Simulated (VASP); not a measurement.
# SnO2 (Fm-3m) in VASP: further runs

The runs below take SnO2 through single point, relaxation of cell and atoms, with PBE.

Program: VASP 6.6.1. These are calculated values, not measurements. Logs are shortened: lines on timing, memory, paths and dates and some standing lists are left out, and cuts for length are marked.

## (1) The cell of the first run

Symmetry: Fm-3m, No. 225, cubic system. The conventional cell has a = 4.976 Å, b = 4.976 Å, c = 4.976 Å, α = 90.00°, β = 90.00°, γ = 90.00°. Within 2.9 Å of Sn (site symmetry m-3m) lie 8 O at 2.15 Å. O (site symmetry -43m) has 4 Sn at 2.15 Å and 6 O at 2.49 Å within 2.9 Å.

## (2) Single point, PBE (strained)

The input, INCAR:

```
PREC = Accurate
ENCUT = 520
EDIFF = 1E-6
ISMEAR = 0
SIGMA = 0.1
LREAL = F
LASPH = T
NELM = 100
ALGO = Normal
ISIF = 2
LWAVE = F
LCHARG = T
GGA = PE
LELF = T
LVHAR = T
NBANDS = 20
```

The input, KPOINTS:

```
regular mesh
0
Gamma
  14 14 14
```

The input, POSCAR:

```
SnO2
1.0
    0.0000000000      2.4880961655      2.4880961655
    2.4880961655      0.0000000000      2.4880961655
    2.4880961655      2.4880961655      0.0000000000
Sn O
1 2
Direct
    0.0000000000      0.0000000000      0.0000000000
    0.2500000000      0.2500000000      0.2500000000
    0.7500000000      0.7500000000      0.7500000000
```

Potentials or basis: VASP PAW PBE potentials, release 64 (Sn_d, O).

Launch:

```
> cat potpaw_PBE.64/Sn_d/POTCAR potpaw_PBE.64/O/POTCAR > POTCAR
> mpirun -np 1 vasp_std > vasp.out
```

OUTCAR:

```text
PREC = Accurate
   ENCUT = 520
   EDIFF = 1E-6
   ISMEAR = 0
   LREAL = F
   LASPH = T
   NELM = 100
   ISIF = 2
   GGA = PE

 ion  position               nearest neighbor table
   1  0.000  0.000  0.000-   3 2.15   3 2.15   3 2.15   2 2.15   3 2.15   2 2.15   2 2.15   2 2.15

   2  0.250  0.250  0.250-   1 2.15   1 2.15   1 2.15   1 2.15
   3  0.750  0.750  0.750-   1 2.15   1 2.15   1 2.15   1 2.15

  LATTYP: Found a face centered cubic cell.
 ALAT       =     4.9761923310

  Lattice vectors:

 A1 = (   0.0000000000,   2.4880961655,   2.4880961655)
 A2 = (   2.4880961655,   0.0000000000,   2.4880961655)
 A3 = (   2.4880961655,   2.4880961655,   0.0000000000)

Analysis of symmetry for initial positions (statically):
=====================================================================
 Subroutine PRICEL returns:
 Original cell was already a primitive cell.

 Routine SETGRP: Setting up the symmetry group for a
 face centered cubic supercell.

 Subroutine GETGRP returns: Found 48 space group operations
 (whereof 48 operations were pure point group operations)
 out of a pool of 48 trial point group operations.

The static configuration has the point symmetry O_h .

Analysis of symmetry for dynamics (positions and initial velocities):
=====================================================================
 Subroutine PRICEL returns:
 Original cell was already a primitive cell.

 Routine SETGRP: Setting up the symmetry group for a
 face centered cubic supercell.

 Subroutine GETGRP returns: Found 48 space group operations
 (whereof 48 operations were pure point group operations)
 out of a pool of 48 trial point group operations.

The dynamic configuration has the point symmetry O_h .

 Subroutine INISYM returns: Found 48 space group operations
 (whereof 48 operations are pure point group operations),
 and found     1 'primitive' translations

----------------------------------------------------------------------------------------

                                     Primitive cell

  volume of cell :      30.8057

  direct lattice vectors                    reciprocal lattice vectors
     0.000000000  2.488096166  2.488096166    -0.200956863  0.200956863  0.200956863
     2.488096166  0.000000000  2.488096166     0.200956863 -0.200956863  0.200956863
     2.488096166  2.488096166  0.000000000     0.200956863  0.200956863 -0.200956863
[... 78 lines left out ...]
   ISTART =      0    job   : 0-new  1-cont  2-samecut
   ICHARG =      2    charge: 1-file 2-atom 10-const
   ISPIN  =      1    spin polarized calculation?
   LNONCOLLINEAR =      F non collinear calculations
   LSORBIT =      F    spin-orbit coupling
   LASPH  =      T    aspherical Exc in radial PAW
   ENCUT  =  520.0 eV  38.22 Ry    6.18 a.u.   6.54  6.54  6.54*2*pi/ulx,y,z
   NELM   =    100;   NELMIN=  2; NELMDL= -5     # of ELM steps
   EDIFF  = 0.1E-05   stopping-criterion for ELM
   LREAL  =      F    real-space projection
   EDIFFG = 0.1E-04   stopping-criterion for IOM
   NSW    =      0    number of steps for IOM
   IBRION =     -1    ionic relax: 0-MD 1-quasi-New 2-CG
   NFREE  =      0    steps in history (QN), initial steepest desc. (CG)
   ISIF   =      2    stress and relaxation
   ISYM   =      2    0-nonsym 1-usesym 2-fastsym
   POTIM  = 0.5000    time-step for ionic-motion
   TEBEG  =    0.0;   TEEND  =   0.0 temperature during run
   PSTRESS=    0.0 pullay stress
   NELECT =      26.0000    total number of electrons
   NUPDOWN=      -1.0000    fix difference up-down
   EMIN   =  10.00;   EMAX   =-10.00  energy-range for DOS
   EFERMI =   0.00;   METHOD = LEGACY
   ISMEAR =     0;   SIGMA  =   0.10  broadening in eV -4-tet -1-fermi 0-gaus
   EFERMI_NEDOS =   21; number of points for ismear=-14 and -15
   IALGO  =     38    algorithm
   IMIX   =      4    mixing-type and parameters
     AMIX     =   0.40;   BMIX     =  1.00
     AMIX_MAG =   1.60;   BMIX_MAG =  1.00
  volume/ion in A,a.u.               =      10.27        69.30
  Fermi-wavevector in a.u.,A,eV,Ry     =   1.547113  2.923620 32.566355  2.393560
  Thomas-Fermi vector in A             =   2.652253
   LORBIT       =      0    0 simple, 1 ext, 2 COOP (PROOUT), +10 PAW based schemes
   GGA     = PE    functional components
   LHFCALC =     F    Hartree Fock is set to
   AEXX    =    0.0000 exact exchange contribution
   IVDW    =     0    specifies the selected vdW correction
   LEPSILON=     F    determine dielectric tensor
   LRPA    =     F    only Hartree local field effects (RPA)
 non-spin polarized calculation
 Gauss-broadening in eV      SIGMA  =   0.10
  energy-cutoff  :      520.00
  volume of cell :       30.81
 maximum number of plane-waves:       869
 NGX is ok and might be reduce to    28
   NGX = 13   NGY = 13   NGZ = 13

 number of electron      26.0000010 magnetization

 Free energy of the ion-electron system (eV)
  ---------------------------------------------------
  ext. energy  EPLUGINS =         0.00000000
  ---------------------------------------------------
  free energy    TOTEN  =       -17.68365096 eV

  energy without entropy =      -17.68365096  energy(sigma->0) =      -17.68365096

 E-fermi :   9.2515     XC(G=0): -12.2245

 val. band max:        8.8553461955   @ k =  -0.2857   0.5000   0.2143
 cond. band min:       9.6976089265   @ k =   0.0000   0.0000   0.0000
 fundamental gap:      0.8422627310
 Fermi energy:         9.2515171836

 k-point     1 :       0.0000    0.0000    0.0000
  band No.  band energies     occupation
      1     -11.7157      2.00000
      2     -11.7157      2.00000
      3     -11.7157      2.00000
      4     -11.5099      2.00000
      5     -11.5099      2.00000
      6     -11.4073      2.00000
[... 541 lines left out ...]
     19      24.9967      0.00000
     20      27.3214      0.00000

 [... further k-points ...]
[... 5 lines left out ...]
  --------------------------------------------------------------------------------------
  -------------------------------------------------------------------------------------
  Total        4.6956983      4.6956983      4.6956983      0.0000000      0.0000000      0.0000000
  in kB      244.2189064    244.2189064    244.2189064      0.0000000      0.0000000      0.0000000
  external PRESSURE =     244.2189064 kB  Pullay stress =       0.0000000 kB

 VOLUME and BASIS-vectors are now :
 -----------------------------------------------------------------------------
  energy-cutoff  :      520.00
  volume of cell :       30.81
      direct lattice vectors                 reciprocal lattice vectors
     0.000000000  2.488096166  2.488096166    -0.200956863  0.200956863  0.200956863
     2.488096166  0.000000000  2.488096166     0.200956863 -0.200956863  0.200956863
     2.488096166  2.488096166  0.000000000     0.200956863  0.200956863 -0.200956863

 POSITION                                       TOTAL-FORCE (eV/Angst)
 -----------------------------------------------------------------------------------
      0.00000      0.00000      0.00000         0.000000     -0.000000      0.000000
      1.24405      1.24405      1.24405        -0.000000     -0.000000      0.000000
      3.73214      3.73214      3.73214         0.000000      0.000000     -0.000000
 -----------------------------------------------------------------------------------
    total drift:                                0.000000     -0.000000      0.000000

  FREE ENERGIE OF THE ION-ELECTRON SYSTEM (eV)
  ---------------------------------------------------
  free  energy   TOTEN  =       -17.6836509647 eV

  energy  without entropy=      -17.6836509647  energy(sigma->0) =      -17.68365096
```

OSZICAR:

```text
N       E                     dE             d eps       ncg     rms          rms(c)
DAV:   1     0.236771482459E+03    0.23677E+03   -0.13685E+04  4572   0.209E+03
DAV:   2     0.322579354294E+01   -0.23355E+03   -0.22214E+03  4456   0.499E+02
DAV:   3    -0.203802631673E+02   -0.23606E+02   -0.23326E+02  4780   0.132E+02
DAV:   4    -0.209808063223E+02   -0.60054E+00   -0.60005E+00  4668   0.218E+01
DAV:   5    -0.209940565737E+02   -0.13250E-01   -0.13249E-01  5244   0.334E+00    0.114E+01
DAV:   6    -0.176715474884E+02    0.33225E+01   -0.10722E+01  6320   0.569E+01    0.411E+00
DAV:   7    -0.176982978133E+02   -0.26750E-01   -0.70256E-01  4532   0.605E+00    0.200E+00
DAV:   8    -0.176846247871E+02    0.13673E-01   -0.53437E-02  4900   0.272E+00    0.370E-01
DAV:   9    -0.176831999137E+02    0.14249E-02   -0.91228E-03  5972   0.178E+00    0.835E-02
DAV:  10    -0.176836302160E+02   -0.43030E-03   -0.11065E-03  4556   0.263E-01    0.226E-02
DAV:  11    -0.176836497342E+02   -0.19518E-04   -0.30422E-05  4804   0.454E-02    0.110E-02
DAV:  12    -0.176836507994E+02   -0.10652E-05   -0.51889E-06  4436   0.282E-02    0.279E-03
DAV:  13    -0.176836509647E+02   -0.16537E-06   -0.23013E-07  3836   0.430E-03
   1 F= -.17683651E+02 E0= -.17683651E+02  d E =-.395146E-10
```

Run time: 73 s. Hardware: 1 thread of Intel Xeon Platinum 8259CL at 2.50GHz (Skylake/Cascade Lake), shared host; peak memory 0.19 GiB.

Results:

| Quantity | Value |
| --- | --- |
| Free energy | -17.6837 eV |
| Pressure | 24.4 GPa |
| Band gap on the k mesh | 0.84 eV, indirect (least direct gap 2.35 eV) |

Caveat: the cell differs from its parent crystal (strained); spin-orbit coupling is left out, which moves the levels of the heavy elements.

(Part 1 of 3 ends here.)
